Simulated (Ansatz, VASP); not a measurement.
SnO2 in VASP and in Ansatz

The input INCAR:

```
PREC = Accurate ; ENCUT = 520
EDIFF = 1E-7 ; ISMEAR = 0
SIGMA = 0.05 ; LREAL = False
LASPH = True ; NELM = 80
ALGO = Normal ; ISIF = 2
LWAVE = False ; LCHARG = True
GGA = PE ; LELF = True
LVHAR = True ; NBANDS = 35
```

Contents of KPOINTS:

```
regular mesh
0
Gamma
  6 6 8
```

File POSCAR:

```
SnO2
1.0
    4.8265176357      0.0000000000      0.0000000000
    0.0000000000      4.8283676035      0.0000000000
    0.0000000000      0.0000000000      3.2381666599
Sn O
2 4
Direct
    0.5463085064      0.5462689278      0.6196579029
    0.0463085064      0.0462689278      0.1196579029
    0.3064962475      0.3066616298      0.0000000000
    0.8064962475      0.1933383702      0.5000000000
    0.1935037525      0.8066616298      0.5000000000
    0.6935037525      0.6933383702      0.0000000000
```

Input for Ansatz:

```yaml
crystal:
  lattice:
    - [4.8265176357, 0.0, 0.0]
    - [0.0, 4.8283676035, 0.0]
    - [0.0, 0.0, 3.2381666599]
  atoms:
    - { symbol: Sn, position: [0.5463085064, 0.5462689278, 0.6196579029] }
    - { symbol: Sn, position: [0.0463085064, 0.0462689278, 0.1196579029] }
    - { symbol: O, position: [0.3064962475, 0.3066616298, 0.0] }
    - { symbol: O, position: [0.8064962475, 0.1933383702, 0.5] }
    - { symbol: O, position: [0.1935037525, 0.8066616298, 0.5] }
    - { symbol: O, position: [0.6935037525, 0.6933383702, 0.0] }
basis:
  ecutwfc: 420
kpoints:
  mp_grid: { grid: [6, 6, 8] }
hamiltonian:
  xc: pbe
scf:
  occupations: { method: gaussian, width: 0.05 }
output:
  forces: true
  stress: true
  eigenvalues: true
```

Change from the starting cell: all Sn atoms moved -0.500 Å, as atom 1 towards its neighbour atom 3 (O) at 2.089 Å.

Alike in both runs: task single point; functional PBE; k mesh 6 × 6 × 8; occupations gaussian, width 0.05 eV; no spin polarisation.

```csv
,VASP,Ansatz
version,VASP 6.6.1,Ansatz 0.2.0
potentials or method,"VASP PAW PBE potentials, release 64 (Sn_d, O), cutoff 520 eV","scalar-relativistic, plane waves, PAW"
valence electrons in the cell,52,52
```

```tsv
	VASP	Ansatz	Ansatz less VASP
gap on the k mesh at the Fermi level (eV)	0.85	0.89	+0.034
least direct gap on the mesh (eV)	0.85	0.89	+0.034
rms of the force components (eV/Å)	7.018	7.523	+0.5050
```

Atom by atom the forces differ by 0.544 eV/Å (rms over components). With one functional, cell and mesh, what is left measures potentials, basis and numerics.
